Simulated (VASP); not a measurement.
A run of VASP 6.6.1 is set up as follows.

File INCAR:

```
SYSTEM = GaCo
  PREC = Accurate
  ENCUT = 520
  EDIFF = 1E-6
  ISMEAR = 0
  SIGMA = 0.1
  LREAL = .False.
  LASPH = .True.
  NELM = 150
  ALGO = Fast
  ISIF = 2
  LWAVE = .False.
  LCHARG = .False.
  ISPIN = 2
  MAGMOM = -0.01 0.18
  LORBIT = 11
  LMAXMIX = 4
  GGA = PE
  NBANDS = 22
```

KPOINTS

```
Automatic mesh
0
Gamma
  14 14 14
  0 0 0
```

File POSCAR:

```
GaCo
1.0
    2.7615486635      0.0000000000      0.0000000000
    0.0000000000      2.7615486635      0.0000000000
    0.0000000000      0.0000000000      2.7615486635
Ga Co
1 1
Direct
    0.5000000000      0.5000000000      0.5000000000
    0.0000000000      0.0000000000      0.0000000000
```

Potentials or basis: VASP PAW PBE potentials, release 64 (Ga_d, Co).

The run is started by

```bash
$ cat potpaw_PBE.64/Ga_d/POTCAR potpaw_PBE.64/Co/POTCAR > POTCAR
$ mpirun -np 1 vasp_std > vasp.out
```

What does it give for the pressure?

30.9 GPa.

What does it give for the band gap on the k mesh?

Zero (filled and empty bands overlap).

Caveat: the cell stands under pressure.
